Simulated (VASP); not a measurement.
# Ni (P6_3/mmc) in VASP: a series of runs

Ni is run at these levels: PBEsol; tasks: single point.

Everything below comes from runs of VASP 6.6.1. Logs are shortened: lines on timing, memory, paths and dates and some standing lists are left out, and cuts for length are marked.

### Step 1. The cell of the first run

The structure is hexagonal, space group P6_3/mmc (No. 194). The conventional cell has a = 2.541 Å, b = 2.541 Å, c = 8.326 Å, α = 90.00°, β = 90.00°, γ = 120.00°. Ni (site symmetry -3m) has 12 Ni at 2.54 to 2.55 Å within 3.4 Å. Within 3.4 Å of Ni (site symmetry -6m2) lie 12 Ni at 2.54 to 2.55 Å.

This isn't the form of Ni at room conditions, which is fcc.

### Step 2. Single point, PBEsol, collinear spin, ferromagnetic start (11.64 Å³/atom)

Input file INCAR:

```
PREC = Accurate
ENCUT = 520
EDIFF = 1E-6
ISMEAR = -1
SIGMA = 0.05
LREAL = False
LASPH = True
NELM = 150
ALGO = Normal
ISIF = 2
LWAVE = False
LCHARG = True
ISPIN = 2
MAGMOM = -0.657 -0.657 -0.669 -0.669
LORBIT = 11
LMAXMIX = 4
GGA = PS
LELF = True
LVHAR = True
NBANDS = 32
```

Input file KPOINTS:

```
regular mesh
0
Gamma
  17 17 5
```

Input file POSCAR:

```
Ni
1.0
    2.5409891362      0.0000000000      0.0000000000
   -1.2704945681      2.2005611427      0.0000000000
    0.0000000000      0.0000000000      8.3263110668
Ni
4
Direct
    0.0000000000      0.0000000000      0.0000000000
    0.0000000000      0.0000000000      0.5000000000
    0.3333333333      0.6666666667      0.2500000000
    0.6666666667      0.3333333333      0.7500000000
```

Potentials or basis: VASP PAW PBE potentials, release 64 (Ni).

Command:

```sh
$ cat potpaw_PBE.64/Ni/POTCAR > POTCAR
$ mpirun -np 1 vasp_std > vasp.out
```

OUTCAR:

```text
PREC = Accurate
   ENCUT = 520
   EDIFF = 1E-6
   ISMEAR = -1
   LREAL = False
   LASPH = True
   NELM = 150
   ISIF = 2
   ISPIN = 2
   LORBIT = 11
   GGA = PS

 ion  position               nearest neighbor table
   1  0.000  0.000  0.000-   3 2.55   4 2.55   4 2.55   3 2.55   4 2.55   3 2.55
   2  0.000  0.000  0.500-   3 2.55   4 2.55   4 2.55   3 2.55   4 2.55   3 2.55
   3  0.333  0.667  0.250-   1 2.55   2 2.55   1 2.55   2 2.55   1 2.55   2 2.55
   4  0.667  0.333  0.750-   1 2.55   2 2.55   1 2.55   2 2.55   1 2.55   2 2.55

  LATTYP: Found a hexagonal cell.
 ALAT       =     2.5409891362
 C/A-ratio  =     3.2767991599

  Lattice vectors:

 A1 = (   2.5409891362,   0.0000000000,   0.0000000000)
 A2 = (  -1.2704945681,   2.2005611427,   0.0000000000)
 A3 = (   0.0000000000,   0.0000000000,   8.3263110668)

Analysis of symmetry for initial positions (statically):
=====================================================================
 Subroutine PRICEL returns:
 Original cell was already a primitive cell.

 Routine SETGRP: Setting up the symmetry group for a
 hexagonal supercell.

 Subroutine GETGRP returns: Found 24 space group operations
 (whereof 12 operations were pure point group operations)
 out of a pool of 24 trial point group operations.

The static configuration has the point symmetry D_3d.
 The point group associated with its full space group is D_6h.

Analysis of symmetry for dynamics (positions and initial velocities):
=====================================================================
 Subroutine PRICEL returns:
 Original cell was already a primitive cell.

 Routine SETGRP: Setting up the symmetry group for a
 hexagonal supercell.

 Subroutine GETGRP returns: Found 24 space group operations
 (whereof 12 operations were pure point group operations)
 out of a pool of 24 trial point group operations.

The dynamic configuration has the point symmetry D_3d.
 The point group associated with its full space group is D_6h.

Analysis of structural, dynamic, and magnetic symmetry:
=====================================================================
 Subroutine PRICEL returns:
 Original cell was already a primitive cell.

 Routine SETGRP: Setting up the symmetry group for a
 hexagonal supercell.

 Subroutine GETGRP returns: Found 24 space group operations
 (whereof 12 operations were pure point group operations)
 out of a pool of 24 trial point group operations.

The overall configuration has the point symmetry D_3d.
 The point group associated with its full space group is D_6h.

 Subroutine INISYM returns: Found 24 space group operations
 (whereof 12 operations are pure point group operations),
 and found     1 'primitive' translations

----------------------------------------------------------------------------------------

                                     Primitive cell

  volume of cell :      46.5574

  direct lattice vectors                    reciprocal lattice vectors
     2.540989136  0.000000000  0.000000000     0.393547531  0.227214773  0.000000000
    -1.270494568  2.200561143  0.000000000     0.000000000  0.454429546  0.000000000
     0.000000000  0.000000000  8.326311067     0.000000000  0.000000000  0.120101206

  length of vectors
     2.540989136  2.540989136  8.326311067     0.454429546  0.454429546  0.120101206

  position of ions in fractional coordinates (direct lattice)
     0.000000000  0.000000000  0.000000000
     0.000000000  0.000000000  0.500000000
     0.333333333  0.666666667  0.250000000
     0.666666667  0.333333333  0.750000000

  ion indices of the primitive-cell ions
   primitive index   ion index
                 1           1
                 2           2
                 3           3
                 4           4

----------------------------------------------------------------------------------------

 KPOINTS: regular mesh

Automatic generation of k-mesh.
 Grid dimensions read from file:
 generate k-points for:   17   17    5

 Generating k-lattice:

  Cartesian coordinates                     Fractional coordinates (reciprocal lattice)
     0.023149855  0.013365575  0.000000000     0.058823529  0.000000000  0.000000000
     0.000000000  0.026731150  0.000000000     0.000000000  0.058823529  0.000000000
     0.000000000  0.000000000  0.024020241     0.000000000  0.000000000  0.200000000

  Length of vectors
     0.026731150  0.026731150  0.024020241

  Shift w.r.t. Gamma in fractional coordinates (k-lattice)
     0.000000000  0.000000000  0.000000000

 Subroutine IBZKPT returns following result:
 ===========================================

 Found     99 irreducible k-points:

 Following reciprocal coordinates:
            Coordinates               Weight
  0.000000  0.000000  0.000000      1.000000
  0.058824  0.000000  0.000000      6.000000
  0.117647  0.000000  0.000000      6.000000
  0.176471  0.000000  0.000000      6.000000
  0.235294  0.000000  0.000000      6.000000
  0.294118  0.000000  0.000000      6.000000
[... 16 lines left out ...]
  0.411765  0.117647  0.000000     12.000000
  0.176471  0.176471  0.000000      6.000000
 [... further k-points ...]
   k-points           NKPTS =     99   k-points in BZ     NKDIM =     99   number of bands    NBANDS=     32
   number of dos      NEDOS =    301   number of ions     NIONS =      4
   total plane-waves  NPLWV =  25600
   dimension x,y,z NGX =    20 NGY =   20 NGZ =   64
   dimension x,y,z NGXF=    40 NGYF=   40 NGZF=  128
   ions per type =               4
   NGX,Y,Z   is equivalent  to a cutoff of  13.09, 13.09, 12.78 a.u.
   NGXF,Y,Z  is equivalent  to a cutoff of  26.17, 26.17, 25.56 a.u.
 SYSTEM =  unknown system
   PREC   = accura    normal or accurate (medium, high low for compatibility)
   ISTART =      0    job   : 0-new  1-cont  2-samecut
   ICHARG =      2    charge: 1-file 2-atom 10-const
   ISPIN  =      2    spin polarized calculation?
   LNONCOLLINEAR =      F non collinear calculations
   LSORBIT =      F    spin-orbit coupling
   LASPH  =      T    aspherical Exc in radial PAW
   ENCUT  =  520.0 eV  38.22 Ry    6.18 a.u.   4.72  4.72 15.48*2*pi/ulx,y,z
   NELM   =    150;   NELMIN=  2; NELMDL= -5     # of ELM steps
   EDIFF  = 0.1E-05   stopping-criterion for ELM
   LREAL  =      F    real-space projection
[... 7 lines left out ...]
   TEBEG  =    0.0;   TEEND  =   0.0 temperature during run
   PSTRESS=    0.0 pullay stress
   NELECT =      40.0000    total number of electrons
   NUPDOWN=      -1.0000    fix difference up-down
   EMIN   =  10.00;   EMAX   =-10.00  energy-range for DOS
   EFERMI =   0.00;   METHOD = LEGACY
   ISMEAR =    -1;   SIGMA  =   0.05  broadening in eV -4-tet -1-fermi 0-gaus
   EFERMI_NEDOS =   21; number of points for ismear=-14 and -15
   IALGO  =     38    algorithm
   IMIX   =      4    mixing-type and parameters
     AMIX     =   0.40;   BMIX     =  1.00
     AMIX_MAG =   1.60;   BMIX_MAG =  1.00
  volume/ion in A,a.u.               =      11.64        78.55
  Fermi-wavevector in a.u.,A,eV,Ry     =   1.556319  2.941016 32.955051  2.422128
  Thomas-Fermi vector in A             =   2.660132
   LORBIT       =     11    0 simple, 1 ext, 2 COOP (PROOUT), +10 PAW based schemes
   GGA     = PS    functional components
   LHFCALC =     F    Hartree Fock is set to
   AEXX    =    0.0000 exact exchange contribution
   IVDW    =     0    specifies the selected vdW correction
   LEPSILON=     F    determine dielectric tensor
   LRPA    =     F    only Hartree local field effects (RPA)
 spin polarized calculation
  energy-cutoff  :      520.00
  volume of cell :       46.56
 maximum number of plane-waves:      1279
 NGX is ok and might be reduce to    20
   NGX =  9   NGY =  9   NGZ = 31

 number of electron      40.0000006 magnetization      -2.6162599

 Free energy of the ion-electron system (eV)
  ---------------------------------------------------
  ext. energy  EPLUGINS =         0.00000000
  ---------------------------------------------------
  free energy    TOTEN  =       -24.18746606 eV

  energy without entropy =      -24.12048342  energy(sigma->0) =      -24.15397474

 E-fermi :   8.2839     XC(G=0): -13.0385

 val. band max:        8.2838757506   @ k =   0.3529   0.2353   0.4000
 cond. band min:       8.2842919420   @ k =   0.0588   0.0000   0.4000
 fundamental gap:      0.0004161914
 Fermi energy:         8.2839456512

 spin component 1

 k-point     1 :       0.0000    0.0000    0.0000
  band No.  band energies     occupation
      1      -0.3449      1.00000
      2       1.8087      1.00000
      3       1.8101      1.00000
      4       4.1948      1.00000
      5       6.3564      1.00000
      6       6.3659      1.00000
[... 24 lines left out ...]
     31      31.7129      0.00000
     32      31.7129      0.00000
[... 774 lines left out ...]
      2       3.9942      1.00000
      3       4.0009      1.00000
      4       5.4585      1.00000
      5       5.5126      1.00000
      6       5.7507      1.00000
[... 24 lines left out ...]
     31      22.3678      0.00000
     32      24.2509      0.00000

 [... further k-points ...]

 spin component 2

 k-point     1 :       0.0000    0.0000    0.0000
  band No.  band energies     occupation
      1      -0.3258      1.00000
      2       1.7999      1.00000
      3       1.8046      1.00000
      4       3.7665      1.00000
      5       5.6917      1.00000
      6       5.7440      1.00000
[... 24 lines left out ...]
     31      31.6143      0.00000
     32      31.6143      0.00000
[... 774 lines left out ...]
      2       3.8480      1.00000
      3       3.8493      1.00000
      4       4.9096      1.00000
      5       5.0700      1.00000
      6       5.1179      1.00000
[... 24 lines left out ...]
     31      22.2499      0.00000
     32      24.1602      0.00000

 [... further k-points ...]

------------------------ aborting loop because EDIFF is reached ----------------------------------------

  FORCE on cell =-STRESS in cart. coord.  units (eV):
  Direction    XX          YY          ZZ          XY          YZ          ZX
  --------------------------------------------------------------------------------------
  -------------------------------------------------------------------------------------
  Total       -5.6114349     -5.6114349     -5.6059730     -0.0000000      0.0000000      0.0000000
  in kB     -193.1059405   -193.1059405   -192.9179802     -0.0000000      0.0000000      0.0000000
  external PRESSURE =    -193.0432871 kB  Pullay stress =       0.0000000 kB

 VOLUME and BASIS-vectors are now :
 -----------------------------------------------------------------------------
  energy-cutoff  :      520.00
  volume of cell :       46.56
      direct lattice vectors                 reciprocal lattice vectors
     2.540989136  0.000000000  0.000000000     0.393547531  0.227214773  0.000000000
    -1.270494568  2.200561143  0.000000000     0.000000000  0.454429546  0.000000000
     0.000000000  0.000000000  8.326311067     0.000000000  0.000000000  0.120101206

 POSITION                                       TOTAL-FORCE (eV/Angst)
 -----------------------------------------------------------------------------------
      0.00000      0.00000      0.00000        -0.000000      0.000000     -0.000000
      0.00000      0.00000      4.16316        -0.000000      0.000000     -0.000000
     -0.00000      1.46704      2.08158         0.000000      0.000000     -0.000000
      1.27049      0.73352      6.24473        -0.000000     -0.000000      0.000000
 -----------------------------------------------------------------------------------
    total drift:                                0.000000     -0.000000      0.000000

  FREE ENERGIE OF THE ION-ELECTRON SYSTEM (eV)
  ---------------------------------------------------
  free  energy   TOTEN  =       -24.1874660646 eV

  energy  without entropy=      -24.1204834167  energy(sigma->0) =      -24.15397474

 total charge

# of ion       s       p       d       tot
------------------------------------------
    1        0.473   0.444   8.284   9.201
    2        0.473   0.444   8.284   9.201
    3        0.473   0.446   8.282   9.200
    4        0.473   0.446   8.282   9.200
--------------------------------------------------
tot          1.891   1.780  33.131  36.802

 magnetization (x)

# of ion       s       p       d       tot
------------------------------------------
    1        0.006   0.024  -0.695  -0.666
    2        0.006   0.024  -0.695  -0.666
    3        0.006   0.024  -0.703  -0.674
    4        0.006   0.024  -0.703  -0.674
--------------------------------------------------
tot          0.022   0.095  -2.797  -2.679
```

It took 4.2 min on 1 thread of Oxide Virtual Turin-like, shared host; peak memory 0.28 GiB.

Results:

```
Free energy                                           : -24.1875 eV
Pressure                                              : -19.3 GPa
Net moment                                            : -2.62 μB per cell
Site moments                                          : Ni -0.67 μB
Valence electrons inside the program's atomic spheres : Ni 9.20
```

Caveat: the cell stands under tension; the PAW data sets were made with another functional, which shifts forces and pressure a little.

### Step 3. Single point, PBEsol, collinear spin, ferromagnetic start

This run uses another cell than the first one, of 10.39 Å³/atom.

Input file INCAR:

```
SYSTEM = Ni
PREC = Accurate ; ENCUT = 520
EDIFF = 1E-7 ; ISMEAR = -1
SIGMA = 0.05 ; LREAL = .FALSE.
LASPH = .TRUE. ; NELM = 150
ALGO = Normal ; ISIF = 2
LWAVE = .FALSE. ; LCHARG = .FALSE.
ISPIN = 2 ; MAGMOM = -0.632 -0.632 -0.647 -0.647
LORBIT = 11 ; LMAXMIX = 4
GGA = PS ; NBANDS = 32
```

Input file KPOINTS:

```
regular mesh
0
G
  19 19 5
  0 0 0
```

Input file POSCAR:

```
Ni
1.0
    2.4467905850      0.0000000000      0.0000000000
   -1.2233952925      2.1189828043      0.0000000000
    0.0000000000      0.0000000000      8.0176413333
Ni
4
Direct
    0.0000000000      0.0000000000      0.0000000000
    0.0000000000      0.0000000000      0.5000000000
    0.3333333333      0.6666666667      0.2500000000
    0.6666666667      0.3333333333      0.7500000000
```

Potentials or basis: VASP PAW PBE potentials, release 64 (Ni).

Command:

```sh
$ cat potpaw_PBE.64/Ni/POTCAR > POTCAR
$ mpirun -np 1 vasp_std > vasp.out
```

Run time: 6.2 min. Hardware: 1 thread of Oxide Virtual Turin-like, shared host; peak memory 0.28 GiB.

The run converged. Its results:

```yaml
Free_energy: -24.5209 eV
Pressure: 0.1 GPa
Net_moment: -2.46 μB per cell
Site_moments: Ni -0.61, -0.63 (each value once) μB
Valence_electrons_inside_the_program's_atomic_spheres: Ni 9.40
```

Levels at points of the mesh, in eV from the Fermi level:
Spin up:
```csv
k point,band 16,band 17,band 18,band 19,band 20,band 21
"(0.00, 0.00, 0.00)",-0.90,-0.90,-0.57,-0.57,-0.50,-0.31
```
Spin down:
```tsv
k point	band 17	band 18	band 19	band 20	band 21	band 22	band 23	band 24	band 25	band 26
(0.00, 0.00, 0.00)	-1.51	-1.23	-1.23	-0.98	-0.98	-0.63	-0.63	-0.47	5.93	14.76
```

Caveat: the PAW data sets were made with another functional, which shifts forces and pressure a little.
